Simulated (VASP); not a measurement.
Input of a VASP 6.6.1 run:

The input POSCAR:

```
C
1.0
    0.0000000000      1.8547360000      1.6407280000
    1.8547360000      0.0000000000      1.6407280000
    1.8547360000      1.8547360000      0.0000000000
C
2
Direct
    0.5000000000      0.5000000000      0.5000000000
    0.7500000000      0.7500000000      0.7500000000
```

File INCAR.step1:

```
SYSTEM = C
ALGO     = Normal         ! electronic algorithm
EDIFF    = 1E-5           ! SCF threshold, eV
ENCUT    = 1430           ! plane-wave cutoff, eV
GGA      = PE             ! functional
GGA_COMPAT= .False.      
ISMEAR   = 0              ! smearing method
LASPH    = .True.         ! aspherical terms in the spheres
LCHARG   = .False.        ! write CHGCAR
LREAL    = .False.        ! projectors in reciprocal space
LWAVE    = .True.         ! write WAVECAR
NBANDS   = 11             ! bands
NELM     = 120            ! most SCF steps
PREC     = Accurate       ! precision mode
SIGMA    = 0.05           ! smearing width, eV
```

The input INCAR.step2:

```
SYSTEM = C
ALGO     = Normal         ! electronic algorithm
EDIFF    = 1E-6           ! SCF threshold, eV
ENCUT    = 1430           ! plane-wave cutoff, eV
GGA_COMPAT= .False.      
ISIF     = 2              ! what is computed and relaxed
ISMEAR   = 0              ! smearing method
ISTART   = 1            
LASPH    = .True.         ! aspherical terms in the spheres
LCHARG   = .False.        ! write CHGCAR
LMIXTAU  = .True.       
LREAL    = .False.        ! projectors in reciprocal space
LWAVE    = .False.        ! write WAVECAR
METAGGA  = R2SCAN         ! meta-GGA
NBANDS   = 11             ! bands
NELM     = 120            ! most SCF steps
PREC     = Accurate       ! precision mode
SIGMA    = 0.05           ! smearing width, eV
```

The input KPOINTS:

```
k-points
0
Gamma
  12 12 12
  0 0 0
```

Potentials or basis: VASP PAW PBE potentials, release 64 (C_h).

Launch:

```sh
$ cat potpaw_PBE.64/C_h/POTCAR > POTCAR
$ cp INCAR.step1 INCAR
$ mpirun -np 1 vasp_std > vasp.out
$ cp INCAR.step2 INCAR
$ mpirun -np 1 vasp_std > vasp.out
```

Q: What does it give for the band gap on the k mesh?

A: 1.29 eV (least direct gap 3.83 eV).

Q: Predict the pressure.

A: -0.4 GPa.

Stress tensor (GPa, compression positive):
```
-35.73   0.00   0.00
  0.00 -35.73   0.00
  0.00   0.00  70.26
```

Caveat: the cell differs from its parent crystal (strain +0.040 along x and y, -0.080 along z); the stress differs along the axes, from -36 to 70 GPa; the PAW data sets were made with another functional, which shifts forces and pressure a little. A k mesh can miss the band edges.
